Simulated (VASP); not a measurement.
# CaO (Fm-3m) in VASP: notebook

The runs below take CaO through single point, with r2SCAN.

Program: VASP 6.6.1. These are calculated values, not measurements. Logs are shortened: lines on timing, memory, paths and dates and some standing lists are left out, and cuts for length are marked.

## Step 1: The cell of the first run

Symmetry: Fm-3m, No. 225, cubic system. Conventional cell: a = 4.680 Å, b = 4.680 Å, c = 4.680 Å, α = 90.00°, β = 90.00°, γ = 90.00°. Ca (site symmetry m-3m) has 6 O at 2.34 Å within 3.1 Å. O (site symmetry m-3m) has 6 Ca at 2.34 Å within 3.1 Å.

## Step 2: Single point, r2SCAN

Contents of POSCAR:

```
CaO
1.0
    2.3397942004      2.3397942004      0.0000000000
   -2.3397942004      2.3397942004      0.0000000000
    0.0000000000      2.3397942004      2.3397942004
Ca O
1 1
Direct
    0.0000000000      0.0000000000      0.0000000000
    0.5000000000      0.5000000000      0.0000000000
```

Contents of INCAR.step1:

```
SYSTEM = CaO
  ALGO = Normal
  EDIFF = 1E-4
  ENCUT = 520
  GGA = PE
  ISMEAR = 0
  LASPH = .True.
  LCHARG = .False.
  LREAL = .False.
  LWAVE = .True.
  NBANDS = 15
  NELM = 80
  PREC = Accurate
  SIGMA = 0.01
```

Contents of INCAR.step2:

```
SYSTEM = CaO
  ALGO = Normal
  EDIFF = 1E-6
  ENCUT = 520
  ISIF = 2
  ISMEAR = 0
  ISTART = 1
  LASPH = .True.
  LCHARG = .True.
  LELF = .True.
  LMIXTAU = .True.
  LREAL = .False.
  LVHAR = .True.
  LWAVE = .False.
  METAGGA = R2SCAN
  NBANDS = 15
  NELM = 80
  PREC = Accurate
  SIGMA = 0.01
```

Contents of KPOINTS:

```
k-points
0
Gamma
  8 8 8
  0 0 0
```

Potentials or basis: VASP PAW PBE potentials, release 64 (Ca_sv, O).

Run with:

```
cat potpaw_PBE.64/Ca_sv/POTCAR potpaw_PBE.64/O/POTCAR > POTCAR
cp INCAR.step1 INCAR
mpirun -np 1 vasp_std > vasp.out
cp INCAR.step2 INCAR
mpirun -np 1 vasp_std > vasp.out
```

OUTCAR:

```text
SYSTEM = CaO
   EDIFF = 1E-6
   ENCUT = 520
   ISIF = 2
   ISMEAR = 0
   ISTART = 1
   LASPH = .True.
   LREAL = .False.
   METAGGA = R2SCAN
   NELM = 80
   PREC = Accurate

 ion  position               nearest neighbor table
   1  0.000  0.000  0.000-   2 2.34   2 2.34   2 2.34   2 2.34   2 2.34   2 2.34
   2  0.500  0.500  0.000-   1 2.34   1 2.34   1 2.34   1 2.34   1 2.34   1 2.34

  LATTYP: Found a face centered cubic cell.
 ALAT       =     4.6795884008

  Lattice vectors:

 A1 = (   0.0000000000,   2.3397942004,   2.3397942004)
 A2 = (   2.3397942004,   0.0000000000,   2.3397942004)
 A3 = (   2.3397942004,   2.3397942004,   0.0000000000)

Analysis of symmetry for initial positions (statically):
=====================================================================
 Subroutine PRICEL returns:
 Original cell was already a primitive cell.

 Routine SETGRP: Setting up the symmetry group for a
 face centered cubic supercell.

 Subroutine GETGRP returns: Found 48 space group operations
 (whereof 48 operations were pure point group operations)
 out of a pool of 48 trial point group operations.

The static configuration has the point symmetry O_h .

Analysis of symmetry for dynamics (positions and initial velocities):
=====================================================================
 Subroutine PRICEL returns:
 Original cell was already a primitive cell.

 Routine SETGRP: Setting up the symmetry group for a
 face centered cubic supercell.

 Subroutine GETGRP returns: Found 48 space group operations
 (whereof 48 operations were pure point group operations)
 out of a pool of 48 trial point group operations.

The dynamic configuration has the point symmetry O_h .

 Subroutine INISYM returns: Found 48 space group operations
 (whereof 48 operations are pure point group operations),
 and found     1 'primitive' translations

----------------------------------------------------------------------------------------

                                     Primitive cell

  volume of cell :      25.6190

  direct lattice vectors                    reciprocal lattice vectors
     2.339794200  2.339794200  0.000000000     0.213694008  0.213694008 -0.213694008
    -2.339794200  2.339794200  0.000000000    -0.213694008  0.213694008 -0.213694008
     0.000000000  2.339794200  2.339794200     0.000000000  0.000000000  0.427388016

  length of vectors
     3.308968691  3.308968691  3.308968691     0.370128879  0.370128879  0.427388016

  position of ions in fractional coordinates (direct lattice)
     0.000000000  0.000000000  0.000000000
     0.500000000  0.500000000  0.000000000

  ion indices of the primitive-cell ions
   primitive index   ion index
                 1           1
                 2           2

----------------------------------------------------------------------------------------

 KPOINTS: k-points

Automatic generation of k-mesh.
 Grid dimensions read from file:
 generate k-points for:    8    8    8

 Generating k-lattice:

  Cartesian coordinates                     Fractional coordinates (reciprocal lattice)
     0.026711751  0.026711751 -0.026711751     0.125000000  0.000000000  0.000000000
    -0.026711751  0.026711751 -0.026711751     0.000000000  0.125000000  0.000000000
     0.000000000  0.000000000  0.053423502     0.000000000  0.000000000  0.125000000

  Length of vectors
     0.046266110  0.046266110  0.053423502

  Shift w.r.t. Gamma in fractional coordinates (k-lattice)
     0.000000000  0.000000000  0.000000000

 Subroutine IBZKPT returns following result:
 ===========================================

 Found     29 irreducible k-points:

 Following reciprocal coordinates:
            Coordinates               Weight
  0.000000  0.000000  0.000000      1.000000
  0.125000  0.000000  0.000000      8.000000
  0.250000  0.000000  0.000000      8.000000
  0.375000  0.000000  0.000000      8.000000
  0.500000  0.000000  0.000000      4.000000
  0.125000  0.125000  0.000000     12.000000
[... 16 lines left out ...]
  0.375000  0.250000  0.125000     48.000000
  0.500000  0.250000  0.125000     24.000000
 [... further k-points ...]
   k-points           NKPTS =     29   k-points in BZ     NKDIM =     29   number of bands    NBANDS=     15
   number of dos      NEDOS =    301   number of ions     NIONS =      2
   total plane-waves  NPLWV =  21952
   dimension x,y,z NGX =    28 NGY =   28 NGZ =   28
   dimension x,y,z NGXF=    56 NGYF=   56 NGZF=   56
   ions per type =               1   1
   NGX,Y,Z   is equivalent  to a cutoff of  14.07, 14.07, 14.07 a.u.
   NGXF,Y,Z  is equivalent  to a cutoff of  28.13, 28.13, 28.13 a.u.
 SYSTEM =  CaO
   PREC   = accura    normal or accurate (medium, high low for compatibility)
   ISTART =      1    job   : 0-new  1-cont  2-samecut
   ICHARG =      0    charge: 1-file 2-atom 10-const
   ISPIN  =      1    spin polarized calculation?
   LNONCOLLINEAR =      F non collinear calculations
   LSORBIT =      F    spin-orbit coupling
   LASPH  =      T    aspherical Exc in radial PAW
   ENCUT  =  520.0 eV  38.22 Ry    6.18 a.u.   6.15  6.15  6.15*2*pi/ulx,y,z
   NELM   =     80;   NELMIN=  2; NELMDL=  0     # of ELM steps
   EDIFF  = 0.1E-05   stopping-criterion for ELM
   LREAL  =      F    real-space projection
   EDIFFG = 0.1E-04   stopping-criterion for IOM
   NSW    =      0    number of steps for IOM
   IBRION =     -1    ionic relax: 0-MD 1-quasi-New 2-CG
   NFREE  =      0    steps in history (QN), initial steepest desc. (CG)
   ISIF   =      2    stress and relaxation
   ISYM   =      2    0-nonsym 1-usesym 2-fastsym
   POTIM  = 0.5000    time-step for ionic-motion
   TEBEG  =    0.0;   TEEND  =   0.0 temperature during run
   PSTRESS=    0.0 pullay stress
   NELECT =      16.0000    total number of electrons
   NUPDOWN=      -1.0000    fix difference up-down
   EMIN   =  10.00;   EMAX   =-10.00  energy-range for DOS
   EFERMI =   0.00;   METHOD = LEGACY
   ISMEAR =     0;   SIGMA  =   0.01  broadening in eV -4-tet -1-fermi 0-gaus
   EFERMI_NEDOS =   21; number of points for ismear=-14 and -15
   IALGO  =     38    algorithm
   IMIX   =      4    mixing-type and parameters
     AMIX     =   0.40;   BMIX     =  1.00
     AMIX_MAG =   1.60;   BMIX_MAG =  1.00
  volume/ion in A,a.u.               =      12.81        86.44
  Fermi-wavevector in a.u.,A,eV,Ry     =   1.399353  2.644393 26.642762  1.958188
  Thomas-Fermi vector in A             =   2.522420
   LORBIT       =      0    0 simple, 1 ext, 2 COOP (PROOUT), +10 PAW based schemes
   METAGGA = R2SCAN    functional components
   LHFCALC =     F    Hartree Fock is set to
   AEXX    =    0.0000 exact exchange contribution
   IVDW    =     0    specifies the selected vdW correction
   LEPSILON=     F    determine dielectric tensor
   LRPA    =     F    only Hartree local field effects (RPA)
 non-spin polarized calculation
 Gauss-broadening in eV      SIGMA  =   0.01
  energy-cutoff  :      520.00
  volume of cell :       25.62
 maximum number of plane-waves:       701
 NGX is ok and might be reduce to    28
   NGX = 13   NGY = 13   NGZ = 13

 number of electron      16.0000000 magnetization

 Free energy of the ion-electron system (eV)
  ---------------------------------------------------
  ext. energy  EPLUGINS =         0.00000000
  ---------------------------------------------------
  free energy    TOTEN  =       -19.37863898 eV

  energy without entropy =      -19.37863898  energy(sigma->0) =      -19.37863898

 E-fermi :   2.6752     XC(G=0): -11.5060

 val. band max:        2.4873267381   @ k =   0.0000   0.0000   0.0000
 cond. band min:       6.6383919928   @ k =   0.5000   0.5000   0.0000
 fundamental gap:      4.1510652547
 Fermi energy:         2.6751736540

 k-point     1 :       0.0000    0.0000    0.0000
  band No.  band energies     occupation
      1     -36.2431      2.00000
      2     -16.0674      2.00000
      3     -16.0674      2.00000
      4     -16.0674      2.00000
      5     -14.1426      2.00000
      6       2.4873      2.00000
      7       2.4873      2.00000
      8       2.4873      2.00000
      9       8.6265      0.00000
     10       9.5317      0.00000
     11       9.5317      0.00000
     12       9.5317      0.00000
     13      11.2720      0.00000
     14      11.2720      0.00000
     15      18.7914      0.00000

 k-point     2 :       0.1250    0.0000    0.0000
  band No.  band energies     occupation
      1     -36.2220      2.00000
      2     -16.4384      2.00000
      3     -16.0765      2.00000
      4     -16.0765      2.00000
      5     -13.7674      2.00000
      6       1.9462      2.00000
      7       2.2466      2.00000
      8       2.2466      2.00000
      9       9.3072      0.00000
     10       9.5108      0.00000
     11       9.8312      0.00000
     12       9.8312      0.00000
     13      11.6996      0.00000
     14      11.6996      0.00000
     15      19.4865      0.00000

 k-point     3 :       0.2500    0.0000    0.0000
  band No.  band energies     occupation
      1     -36.1706      2.00000
      2     -17.0659      2.00000
      3     -16.0983      2.00000
      4     -16.0983      2.00000
      5     -13.1284      2.00000
      6       0.8882      2.00000
      7       1.7321      2.00000
      8       1.7321      2.00000
      9       9.6089      0.00000
     10      10.6208      0.00000
     11      10.6208      0.00000
     12      10.8375      0.00000
     13      12.7262      0.00000
     14      12.7262      0.00000
     15      20.1153      0.00000

 k-point     4 :       0.3750    0.0000    0.0000
  band No.  band energies     occupation
      1     -36.1187      2.00000
      2     -17.5403      2.00000
      3     -16.1197      2.00000
      4     -16.1197      2.00000
      5     -12.6386      2.00000
      6       0.0154      2.00000
      7       1.2858      2.00000
      8       1.2858      2.00000
      9      10.1500      0.00000
     10      11.5461      0.00000
     11      11.5461      0.00000
     12      12.0561      0.00000
     13      13.8350      0.00000
     14      13.8351      0.00000
     15      19.2931      0.00000
[... 307 lines left out ...]
 k-point    22 :       0.2500    0.2500    0.1250
  band No.  band energies     occupation
      1     -36.1334      2.00000
      2     -17.1077      2.00000
      3     -16.2745      2.00000
      4     -16.1443      2.00000
      5     -13.0971      2.00000
      6       0.5534      2.00000
      7       1.6148      2.00000
      8       1.9649      2.00000
      9       8.5835      0.00000
     10      10.9613      0.00000
     11      11.4105      0.00000
     12      11.8228      0.00000
     13      12.7223      0.00000
     14      14.1639      0.00000
     15      20.6789      0.00000

 k-point    23 :       0.3750    0.2500    0.1250
  band No.  band energies     occupation
      1     -36.0923      2.00000
      2     -17.3098      2.00000
      3     -16.3575      2.00000
      4     -16.1933      2.00000
      5     -12.9275      2.00000
      6       0.3824      2.00000
      7       1.2945      2.00000
      8       1.6100      2.00000
      9       9.1702      0.00000
     10      11.1496      0.00000
     11      12.0891      0.00000
     12      12.3495      0.00000
     13      13.8167      0.00000
     14      15.2109      0.00000
     15      19.3197      0.00000

 k-point    24 :       0.5000    0.2500    0.1250
  band No.  band energies     occupation
      1     -36.0752      2.00000
      2     -17.3901      2.00000
      3     -16.3752      2.00000
      4     -16.2285      2.00000
      5     -12.8638      2.00000
      6       0.3357      2.00000
      7       1.2913      2.00000
      8       1.3152      2.00000
      9      10.1913      0.00000
     10      10.2841      0.00000
     11      12.4224      0.00000
     12      12.7991      0.00000
     13      14.1308      0.00000
     14      16.0452      0.00000
     15      18.4801      0.00000

 [... further k-points ...]
[... 5 lines left out ...]
  --------------------------------------------------------------------------------------
  -------------------------------------------------------------------------------------
  Total        1.8316440      1.8316440      1.8316440     -0.0000000      0.0000000      0.0000000
  in kB      114.5483055    114.5483055    114.5483055     -0.0000000      0.0000000      0.0000000
  external PRESSURE =     114.5483055 kB  Pullay stress =       0.0000000 kB

 VOLUME and BASIS-vectors are now :
 -----------------------------------------------------------------------------
  energy-cutoff  :      520.00
  volume of cell :       25.62
      direct lattice vectors                 reciprocal lattice vectors
     2.339794200  2.339794200  0.000000000     0.213694008  0.213694008 -0.213694008
    -2.339794200  2.339794200  0.000000000    -0.213694008  0.213694008 -0.213694008
     0.000000000  2.339794200  2.339794200     0.000000000  0.000000000  0.427388016

 POSITION                                       TOTAL-FORCE (eV/Angst)
 -----------------------------------------------------------------------------------
      0.00000      0.00000      0.00000        -0.000000      0.000000      0.000000
      0.00000      2.33979      0.00000         0.000000     -0.000000      0.000000
 -----------------------------------------------------------------------------------
    total drift:                               -0.000000      0.000000     -0.000000

  FREE ENERGIE OF THE ION-ELECTRON SYSTEM (eV)
  ---------------------------------------------------
  free  energy   TOTEN  =       -19.3786389826 eV

  energy  without entropy=      -19.3786389826  energy(sigma->0) =      -19.37863898
```

Wall time 70 s (1 thread of Intel Xeon Platinum 8259CL at 2.50GHz (Skylake/Cascade Lake), shared host); peak memory 0.17 GiB.

What came out:

| Property | Result |
| --- | --- |
| Free energy | -19.3786 eV |
| Pressure | 11.5 GPa |
| Band gap on the k mesh | 4.15 eV, indirect (least direct gap 4.50 eV) |

Levels at points of the mesh, in eV from the valence-band top:
| k point | band 4 | band 5 | band 6 | band 7 | band 8 | band 9 | band 10 | band 11 | band 12 | band 13 |
| --- | --- | --- | --- | --- | --- | --- | --- | --- | --- | --- |
| (0.00, 0.00, 0.00) | -18.55 | -16.63 | 0.00 | 0.00 | 0.00 | 6.14 | 7.04 | 7.04 | 7.04 | 8.78 |
| (0.50, 0.00, 0.00) | -18.62 | -14.95 | -2.80 | -1.37 | -1.37 | 8.09 | 9.50 | 9.50 | 9.87 | 11.89 |
| (0.50, 0.50, 0.00) | -18.85 | -16.43 | -1.24 | -0.35 | -0.35 | 4.15 | 9.38 | 10.09 | 10.79 | 10.79 |

Caveat: the PAW data sets were made with another functional, which shifts forces and pressure a little.

## Step 3: Single point, r2SCAN

This run uses another cell than the first one, of 13.06 Å³/atom, 1.020 times its volume.

Contents of POSCAR:

```
CaO
1.0
    2.3551214364      2.3551214364      0.0000000000
   -2.3551214364      2.3551214364      0.0000000000
    0.0000000000      2.3551214364      2.3551214364
Ca O
1 1
Direct
    0.0000000000      0.0000000000      0.0000000000
    0.5000000000      0.5000000000      0.0000000000
```

Contents of INCAR.step1:

```
SYSTEM = CaO
PREC = Accurate
ENCUT = 520
ISMEAR = 0
SIGMA = 0.01
LREAL = .FALSE.
LASPH = .TRUE.
NELM = 60
NBANDS = 15
GGA = PE
ALGO = Normal
EDIFF = 1E-4
LWAVE = .TRUE.
LCHARG = .FALSE.
```

Contents of INCAR.step2:

```
SYSTEM = CaO
PREC = Accurate
ENCUT = 520
EDIFF = 1E-6
ISMEAR = 0
SIGMA = 0.01
LREAL = .FALSE.
LASPH = .TRUE.
NELM = 60
ALGO = Normal
ISIF = 2
LWAVE = .FALSE.
LCHARG = .FALSE.
METAGGA = R2SCAN
LMIXTAU = .TRUE.
NBANDS = 15
ISTART = 1
```

Contents of KPOINTS:

```
Automatic mesh
0
G
  8 8 8
  0 0 0
```

Potentials or basis: VASP PAW PBE potentials, release 64 (Ca_sv, O).

Run with:

```
cat potpaw_PBE.64/Ca_sv/POTCAR potpaw_PBE.64/O/POTCAR > POTCAR
cp INCAR.step1 INCAR
mpirun -np 1 vasp_std > vasp.out
cp INCAR.step2 INCAR
mpirun -np 1 vasp_std > vasp.out
```

Wall time 74 s (1 thread of Intel Xeon Platinum 8259CL at 2.50GHz (Skylake/Cascade Lake), shared host); peak memory 0.16 GiB.

It converged, with:

| Quantity | Value |
| --- | --- |
| Free energy | -19.4106 eV |
| Pressure | 8.3 GPa |
| Band gap on the k mesh | 4.16 eV, indirect (least direct gap 4.52 eV) |

Levels at points of the mesh, in eV from the valence-band top:
```tsv
k point	band 6	band 7	band 8	band 9	band 10	band 11
(0.00, 0.00, 0.00)	0.00	0.00	0.00	5.96	7.00	7.00
(0.50, 0.00, 0.00)	-2.75	-1.33	-1.33	7.99	9.39	9.39
(0.50, 0.50, 0.00)	-1.26	-0.36	-0.36	4.16	9.23	9.98
```

Caveat: the PAW data sets were made with another functional, which shifts forces and pressure a little. r2SCAN opens gaps a little over a GGA but as a rule still falls short of measured ones.
